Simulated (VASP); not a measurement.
Write the native input for VASP 6.6.1 that does the following.

```
Task                   : electric field gradients
Functional             : LDA
Potentials or basis    : VASP PAW LDA potentials, release 64 (Bi_d)
Cutoff                 : 520 eV
k mesh                 : 11 × 11 × 11
Occupations            : fermi-dirac, width 0.03 eV
Spin                   : no spin polarisation
Dipole correction      : no
Further INCAR settings : ALGO = Normal; EDIFF = 1e-08; NBANDS = 22
```

The structure of Bi lies in POSCAR:

```
Bi
1.0
    2.2577441873      1.3035092143      3.9274622876
   -2.2577441873      1.3035092143      3.9274622876
    0.0000000000     -2.6070184286      3.9274622876
Bi
2
Direct
    0.2338900000      0.2338900000      0.2338900000
    0.7661100000      0.7661100000      0.7661100000
```

These files were run (other wordings do the same):

INCAR

```
ALGO = Normal
EDIFF = 1E-8
ENCUT = 520
GGA = CA
ISIF = 2
ISMEAR = -1
LASPH = T
LCHARG = F
LEFG = T
LREAL = F
LWAVE = F
NBANDS = 22
NELM = 100
PREC = Accurate
SIGMA = 0.03
```

KPOINTS

```
k-points
0
Gamma
  11 11 11
```

Potentials or basis: VASP PAW LDA potentials, release 64 (Bi_d).

Command:

```console
$ cat potpaw_LDA.64/Bi_d/POTCAR > POTCAR
$ mpirun -np 1 vasp_std > vasp.out
```

It gave:

* Pressure: -0.8 GPa
* Largest force: 0.154 eV/Å
* Band gap on the k mesh: zero (bands 15 and 16 overlap by 0.06 eV)
* Largest electric field gradient by atom: Bi -31.6 V/Å²

Caveat: without QUAD_EFG the Cq values of the log hold for a quadrupole moment of 1 mb, not for the nuclei; spin-orbit coupling is left out, which moves the levels of the heavy elements.

It took 110 s on 1 thread of Intel(R) Xeon(R) Platinum 8559C (Emerald Rapids), on a shared host, peak memory 0.29 GiB.
